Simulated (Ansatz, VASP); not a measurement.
Ag in VASP and in Ansatz

```
CELL_PARAMETERS angstrom
0.00000 1.87965 2.04310
1.87965 0.00000 2.04310
1.87965 1.87965 0.00000
ATOMIC_POSITIONS crystal
Ag 0.00000 0.00000 0.00000
```

Change from the starting cell: strain -0.080 along x and y, +0.000 along z, atoms carried along.

Alike in both runs: task single point; functional PBEsol; k mesh 20 × 20 × 20; occupations gaussian, width 0.15 eV; no spin polarisation.

|  | VASP | Ansatz |
| --- | --- | --- |
| version | VASP 6.6.1 | Ansatz 0.2.0 |
| potentials or method | VASP PAW PBE potentials, release 64 (Ag), cutoff 520 eV | scalar-relativistic, plane waves, PAW |
| valence electrons in the cell | 11 | 19 |

|  | VASP | Ansatz | Ansatz less VASP |
| --- | --- | --- | --- |
| gap on the k mesh at the Fermi level (eV) | none | none | - |
| pressure (GPa) | 25.4 | 26.0 | +0.56 |
| traceless stress, the component that is largest in VASP (GPa) | -5.04 | -5.09 | -0.049 |

VASP's potentials were made for PBE, not for PBEsol. A gap of «none» marks a metal or a gap that the smearing closes. The functional is the same, so the differences come from potentials, cutoffs and numerics. VASP's potentials hold 11 valence electrons a cell and Ansatz's 19, so a difference there can come from the potentials and not from the codes.
